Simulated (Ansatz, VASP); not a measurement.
**C: VASP beside Ansatz**

```
C
1.0
     6.04075    0.00000    0.00000
    -3.02038    5.23144    0.00000
     0.00000    0.00000    1.28471
C
3
Cartesian
  0.0000 0.0000 0.0000
  0.0000 3.4876 0.6424
  3.0204 1.7438 0.6424
```

Change from the starting cell: volume scaled by 1, norm-conserving files.

Alike in both runs: task single point; functional PBE; k mesh 12 × 12 × 16; occupations fermi-dirac, width 0.05 eV; no spin polarisation.

|  | VASP | Ansatz |
| --- | --- | --- |
| version | VASP 6.6.1 | Ansatz 0.2.0 |
| potentials or method | VASP PAW PBE potentials, release 64 (C) | norm-conserving pseudopotentials, scalar-relativistic |
| plane-wave cutoff (eV) | 520 | 1116 |
| valence electrons in the cell | 12 | 12 |

```tsv
	VASP	Ansatz	Ansatz less VASP
pressure (GPa)	-0.1	-0.3	-0.13
traceless stress, the component that is largest in VASP (GPa)	-0.24	-0.60	-0.354
```

The functional is the same, so the differences come from potentials, cutoffs and numerics.
